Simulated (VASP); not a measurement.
# ScRu3 (I4/mmm) in VASP: further runs

ScRu3 is run at these levels: PBEsol, PBE; tasks: single point.

Program: VASP 6.6.1. These are calculated values, not measurements. Logs are shortened: lines on timing, memory, paths and dates and some standing lists are left out, and cuts for length are marked.

## 1. The cell of the first run

The structure is tetragonal, space group I4/mmm (No. 139). The conventional cell has a = 3.836 Å, b = 3.836 Å, c = 7.930 Å, α = 90.00°, β = 90.00°, γ = 90.00°. Within 3.6 Å of Ru (site symmetry 4/mmm) lie 4 Sc at 2.71 Å and 8 Ru at 2.76 Å. Ru (site symmetry -4m2) has 8 Ru at 2.71 to 2.76 Å and 4 Sc at 2.76 Å within 3.6 Å. Within 3.6 Å of Sc (site symmetry 4/mmm) lie 12 Ru at 2.71 to 2.76 Å.

## 2. Single point, PBEsol

The input, INCAR:

```
  ALGO = Fast
  EDIFF = 1E-6
  ENCUT = 520
  GGA = PS
  ISIF = 2
  ISMEAR = -1
  LASPH = True
  LCHARG = False
  LREAL = False
  LWAVE = False
  NBANDS = 34
  NELM = 80
  PREC = Accurate
  SIGMA = 0.05
```

The input, KPOINTS:

```
k-points
0
Gamma
  7 7 7
```

The input, POSCAR:

```
ScRu3
1.0
   -1.9182172802      1.9182172802      3.9649955005
    1.9182172802     -1.9182172802      3.9649955005
    1.9182172802      1.9182172802     -3.9649955005
Ru Sc
3 1
Direct
    0.5000000000      0.5000000000      0.0000000000
    0.2500000000      0.7500000000      0.5000000000
    0.7500000000      0.2500000000      0.5000000000
    0.0000000000      0.0000000000      0.0000000000
```

Potentials or basis: VASP PAW PBE potentials, release 64 (Ru_pv, Sc_sv).

Run with:

```
cat potpaw_PBE.64/Ru_pv/POTCAR potpaw_PBE.64/Sc_sv/POTCAR > POTCAR
mpirun -np 1 vasp_std > vasp.out
```

OUTCAR:

```text
EDIFF = 1E-6
   ENCUT = 520
   GGA = PS
   ISIF = 2
   ISMEAR = -1
   LASPH = True
   LREAL = False
   NELM = 80
   PREC = Accurate

 ion  position               nearest neighbor table
   1  0.500  0.500  0.000-   4 2.71   4 2.71   4 2.71   4 2.71   3 2.76   2 2.76   3 2.76   3 2.76
                             2 2.76   2 2.76   3 2.76   2 2.76
   2  0.250  0.750  0.500-   3 2.71   3 2.71   3 2.71   3 2.71   4 2.76   1 2.76   4 2.76   1 2.76
                             4 2.76   4 2.76   1 2.76   1 2.76
   3  0.750  0.250  0.500-   2 2.71   2 2.71   2 2.71   2 2.71   4 2.76   1 2.76   4 2.76   4 2.76
                             1 2.76   1 2.76   4 2.76   1 2.76
   4  0.000  0.000  0.000-   1 2.71   1 2.71   1 2.71   1 2.71   3 2.76   2 2.76   3 2.76   2 2.76
                             3 2.76   3 2.76   2 2.76   2 2.76

  LATTYP: Found a body centered tetragonal cell.
 ALAT       =     3.8364345604
 C/A-ratio  =     2.0670210520

  Lattice vectors:

 A1 = (  -1.9182172802,   1.9182172802,   3.9649955005)
 A2 = (   1.9182172802,  -1.9182172802,   3.9649955005)
 A3 = (   1.9182172802,   1.9182172802,  -3.9649955005)

Analysis of symmetry for initial positions (statically):
=====================================================================
 Subroutine PRICEL returns:
 Original cell was already a primitive cell.

 Routine SETGRP: Setting up the symmetry group for a
 body centered tetragonal supercell.

 Subroutine GETGRP returns: Found 16 space group operations
 (whereof 16 operations were pure point group operations)
 out of a pool of 16 trial point group operations.

The static configuration has the point symmetry D_4h.

Analysis of symmetry for dynamics (positions and initial velocities):
=====================================================================
 Subroutine PRICEL returns:
 Original cell was already a primitive cell.

 Routine SETGRP: Setting up the symmetry group for a
 body centered tetragonal supercell.

 Subroutine GETGRP returns: Found 16 space group operations
 (whereof 16 operations were pure point group operations)
 out of a pool of 16 trial point group operations.

The dynamic configuration has the point symmetry D_4h.

 Subroutine INISYM returns: Found 16 space group operations
 (whereof 16 operations are pure point group operations),
 and found     1 'primitive' translations

----------------------------------------------------------------------------------------

                                     Primitive cell

  volume of cell :      58.3577

  direct lattice vectors                    reciprocal lattice vectors
    -1.918217280  1.918217280  3.964995501     0.000000000  0.260658688  0.126103548
     1.918217280 -1.918217280  3.964995501     0.260658688  0.000000000  0.126103548
     1.918217280  1.918217280 -3.964995501     0.260658688  0.260658688  0.000000000

  length of vectors
     4.804196539  4.804196539  4.804196539     0.289560109  0.289560109  0.368627052

  position of ions in fractional coordinates (direct lattice)
     0.500000000  0.500000000  0.000000000
     0.250000000  0.750000000  0.500000000
     0.750000000  0.250000000  0.500000000
     0.000000000  0.000000000  0.000000000

  ion indices of the primitive-cell ions
   primitive index   ion index
                 1           1
                 2           2
                 3           3
                 4           4

----------------------------------------------------------------------------------------

 KPOINTS: k-points

Automatic generation of k-mesh.
 Grid dimensions read from file:
 generate k-points for:    7    7    7

 Generating k-lattice:

  Cartesian coordinates                     Fractional coordinates (reciprocal lattice)
     0.000000000  0.037236955  0.018014793     0.142857143 -0.000000000  0.000000000
     0.037236955  0.000000000  0.018014793    -0.000000000  0.142857143  0.000000000
     0.037236955  0.037236955  0.000000000     0.000000000  0.000000000  0.142857143

  Length of vectors
     0.041365730  0.041365730  0.052661007

  Shift w.r.t. Gamma in fractional coordinates (k-lattice)
     0.000000000  0.000000000  0.000000000

 Subroutine IBZKPT returns following result:
 ===========================================

 Found     40 irreducible k-points:

 Following reciprocal coordinates:
            Coordinates               Weight
  0.000000  0.000000  0.000000      1.000000
  0.142857 -0.000000  0.000000      8.000000
  0.285714 -0.000000  0.000000      8.000000
  0.428571 -0.000000  0.000000      8.000000
  0.142857  0.142857  0.000000      8.000000
  0.285714  0.142857  0.000000     16.000000
[... 16 lines left out ...]
 -0.142857  0.285714  0.142857      8.000000
 -0.428571  0.428571  0.142857      8.000000
 [... further k-points ...]
   k-points           NKPTS =     40   k-points in BZ     NKDIM =     40   number of bands    NBANDS=     34
   number of dos      NEDOS =    301   number of ions     NIONS =      4
   total plane-waves  NPLWV =  46656
   dimension x,y,z NGX =    36 NGY =   36 NGZ =   36
   dimension x,y,z NGXF=    72 NGYF=   72 NGZF=   72
   ions per type =               3   1
   NGX,Y,Z   is equivalent  to a cutoff of  12.46, 12.46, 12.46 a.u.
   NGXF,Y,Z  is equivalent  to a cutoff of  24.92, 24.92, 24.92 a.u.
 SYSTEM =  unknown system
   PREC   = accura    normal or accurate (medium, high low for compatibility)
   ISTART =      0    job   : 0-new  1-cont  2-samecut
   ICHARG =      2    charge: 1-file 2-atom 10-const
   ISPIN  =      1    spin polarized calculation?
   LNONCOLLINEAR =      F non collinear calculations
   LSORBIT =      F    spin-orbit coupling
   LASPH  =      T    aspherical Exc in radial PAW
   ENCUT  =  520.0 eV  38.22 Ry    6.18 a.u.   8.93  8.93  8.93*2*pi/ulx,y,z
   NELM   =     80;   NELMIN=  2; NELMDL= -5     # of ELM steps
   EDIFF  = 0.1E-05   stopping-criterion for ELM
   LREAL  =      F    real-space projection
   EDIFFG = 0.1E-04   stopping-criterion for IOM
   NSW    =      0    number of steps for IOM
   IBRION =     -1    ionic relax: 0-MD 1-quasi-New 2-CG
   NFREE  =      0    steps in history (QN), initial steepest desc. (CG)
   ISIF   =      2    stress and relaxation
   ISYM   =      2    0-nonsym 1-usesym 2-fastsym
   POTIM  = 0.5000    time-step for ionic-motion
   TEBEG  =    0.0;   TEEND  =   0.0 temperature during run
   PSTRESS=    0.0 pullay stress
   NELECT =      53.0000    total number of electrons
   NUPDOWN=      -1.0000    fix difference up-down
   EMIN   =  10.00;   EMAX   =-10.00  energy-range for DOS
   EFERMI =   0.00;   METHOD = LEGACY
   ISMEAR =    -1;   SIGMA  =   0.05  broadening in eV -4-tet -1-fermi 0-gaus
   EFERMI_NEDOS =   21; number of points for ismear=-14 and -15
   IALGO  =     68    algorithm
   IMIX   =      4    mixing-type and parameters
     AMIX     =   0.40;   BMIX     =  1.00
     AMIX_MAG =   1.60;   BMIX_MAG =  1.00
  volume/ion in A,a.u.               =      14.59        98.45
  Fermi-wavevector in a.u.,A,eV,Ry     =   1.585382  2.995938 34.197390  2.513437
  Thomas-Fermi vector in A             =   2.684855
   LORBIT       =      0    0 simple, 1 ext, 2 COOP (PROOUT), +10 PAW based schemes
   GGA     = PS    functional components
   LHFCALC =     F    Hartree Fock is set to
   AEXX    =    0.0000 exact exchange contribution
   IVDW    =     0    specifies the selected vdW correction
   LEPSILON=     F    determine dielectric tensor
   LRPA    =     F    only Hartree local field effects (RPA)
 non-spin polarized calculation
 RMM-DIIS sequential band-by-band and
  energy-cutoff  :      520.00
  volume of cell :       58.36
 maximum number of plane-waves:      1584
   NGX = 17   NGY = 17   NGZ = 17

 number of electron      52.9999999 magnetization

 Free energy of the ion-electron system (eV)
  ---------------------------------------------------
  ext. energy  EPLUGINS =         0.00000000
  ---------------------------------------------------
  free energy    TOTEN  =       -37.11239231 eV

  energy without entropy =      -37.06854569  energy(sigma->0) =      -37.09046900

 E-fermi :  10.1320     XC(G=0): -13.4493

 val. band max:       10.1269192575   @ k =  -0.1429   0.1429   0.0000
 cond. band min:      10.1347797930   @ k =  -0.4286   0.2857   0.0000
 fundamental gap:      0.0078605354
 Fermi energy:        10.1320275607

 k-point     1 :       0.0000    0.0000    0.0000
  band No.  band energies     occupation
      1     -37.8346      2.00000
      2     -32.4554      2.00000
      3     -32.4008      2.00000
      4     -32.4008      2.00000
      5     -32.1326      2.00000
      6     -32.1326      2.00000
[... 26 lines left out ...]
     33      14.3446      0.00000
     34      14.3446      0.00000

 k-point     2 :       0.1429   -0.0000    0.0000
  band No.  band energies     occupation
      1     -37.8359      2.00000
      2     -32.4615      2.00000
      3     -32.3835      2.00000
      4     -32.3624      2.00000
      5     -32.1699      2.00000
      6     -32.1345      2.00000
[... 26 lines left out ...]
     33      14.3647      0.00000
     34      15.3469      0.00000

 k-point     3 :       0.2857   -0.0000    0.0000
  band No.  band energies     occupation
      1     -37.8391      2.00000
      2     -32.4396      2.00000
      3     -32.3367      2.00000
      4     -32.3113      2.00000
      5     -32.1854      2.00000
      6     -32.1449      2.00000
[... 26 lines left out ...]
     33      13.8739      0.00000
     34      14.5884      0.00000
[... 704 lines left out ...]
 k-point    23 :      -0.1429    0.2857    0.1429
  band No.  band energies     occupation
      1     -37.8409      2.00000
      2     -32.4132      2.00000
      3     -32.2650      2.00000
      4     -32.2473      2.00000
      5     -32.2090      2.00000
      6     -32.1889      2.00000
[... 26 lines left out ...]
     33      13.6104      0.00000
     34      14.6147      0.00000

 k-point    24 :      -0.4286    0.4286    0.1429
  band No.  band energies     occupation
      1     -37.8380      2.00000
      2     -32.4957      2.00000
      3     -32.4402      2.00000
      4     -32.3128      2.00000
      5     -32.1410      2.00000
      6     -32.1277      2.00000
[... 26 lines left out ...]
     33      14.1295      0.00000
     34      14.6791      0.00000

 [... further k-points ...]

------------------------ aborting loop because EDIFF is reached ----------------------------------------

  FORCE on cell =-STRESS in cart. coord.  units (eV):
  Direction    XX          YY          ZZ          XY          YZ          ZX
  --------------------------------------------------------------------------------------
  -------------------------------------------------------------------------------------
  Total        0.0794894      0.0794894      0.0947907      0.0000000      0.0000000      0.0000000
  in kB        2.1823347      2.1823347      2.6024233      0.0000000      0.0000000      0.0000000
  external PRESSURE =       2.3223642 kB  Pullay stress =       0.0000000 kB

 VOLUME and BASIS-vectors are now :
 -----------------------------------------------------------------------------
  energy-cutoff  :      520.00
  volume of cell :       58.36
      direct lattice vectors                 reciprocal lattice vectors
    -1.918217280  1.918217280  3.964995501     0.000000000  0.260658688  0.126103548
     1.918217280 -1.918217280  3.964995501     0.260658688  0.000000000  0.126103548
     1.918217280  1.918217280 -3.964995501     0.260658688  0.260658688  0.000000000

 POSITION                                       TOTAL-FORCE (eV/Angst)
 -----------------------------------------------------------------------------------
      0.00000      0.00000      3.96500        -0.000000      0.000000     -0.000000
      1.91822      0.00000      1.98250        -0.000000      0.000000      0.000000
      0.00000      1.91822      1.98250         0.000000     -0.000000     -0.000000
      0.00000      0.00000      0.00000        -0.000000      0.000000     -0.000000
 -----------------------------------------------------------------------------------
    total drift:                               -0.000000      0.000000      0.000000

  FREE ENERGIE OF THE ION-ELECTRON SYSTEM (eV)
  ---------------------------------------------------
  free  energy   TOTEN  =       -37.1123923089 eV

  energy  without entropy=      -37.0685456904  energy(sigma->0) =      -37.09046900
```

It took 58 s on 1 thread of Intel Xeon 6975P-C (Granite Rapids), shared host; peak memory 0.24 GiB.

What came out:

| Quantity | Value |
| --- | --- |
| Free energy | -37.1124 eV |
| Pressure | 0.2 GPa |

Caveat: the PAW data sets were made with another functional, which shifts forces and pressure a little.

## 3. Single point, PBE

This run uses another cell than the first one, of 15.28 Å³/atom, 1.048 times its volume.

The input, INCAR:

```
ALGO     = Normal         # electronic algorithm
EDIFF    = 1E-7           # SCF threshold, eV
ENCUT    = 520            # plane-wave cutoff, eV
GGA      = PE             # functional
ISIF     = 2              # what is computed and relaxed
ISMEAR   = -1             # smearing method
LASPH    = True           # aspherical terms in the spheres
LCHARG   = False          # write CHGCAR
LREAL    = False          # projectors in reciprocal space
LWAVE    = False          # write WAVECAR
NBANDS   = 34             # bands
NELM     = 80             # most SCF steps
PREC     = Accurate       # precision mode
SIGMA    = 0.05           # smearing width, eV
```

KPOINTS is that of step 2.

The input, POSCAR:

```
ScRu3
1.0
   -1.9492590000      1.9492590000      4.0222910000
    1.9492590000     -1.9492590000      4.0222910000
    1.9492590000      1.9492590000     -4.0222910000
Ru Sc
3 1
Direct
    0.5000000000      0.5000000000      0.0000000000
    0.2500000000      0.7500000000      0.5000000000
    0.7500000000      0.2500000000      0.5000000000
    0.0000000000      0.0000000000      0.0000000000
```

Potentials or basis: VASP PAW PBE potentials, release 64 (Ru_pv, Sc_sv).

Run with:

```
cat potpaw_PBE.64/Ru_pv/POTCAR potpaw_PBE.64/Sc_sv/POTCAR > POTCAR
mpirun -np 1 vasp_std > vasp.out
```

Wall time 47 s (1 thread of Intel Xeon 6975P-C (Granite Rapids), shared host); peak memory 0.24 GiB.

It converged, with:

* Free energy: -34.0436 eV
* Pressure: -1.5 GPa

Stress tensor (GPa, compression positive):
```
-1.72  0.00  0.00
 0.00 -1.72  0.00
 0.00  0.00 -1.13
```

Levels at points of the mesh, in eV from the Fermi level:
```tsv
k point	band 22	band 23	band 24	band 25	band 26	band 27	band 28	band 29	band 30	band 31
(0.00, 0.00, 0.00)	-2.24	-1.31	-0.42	-0.42	-0.20	-0.04	0.87	2.33	3.11	3.43
```
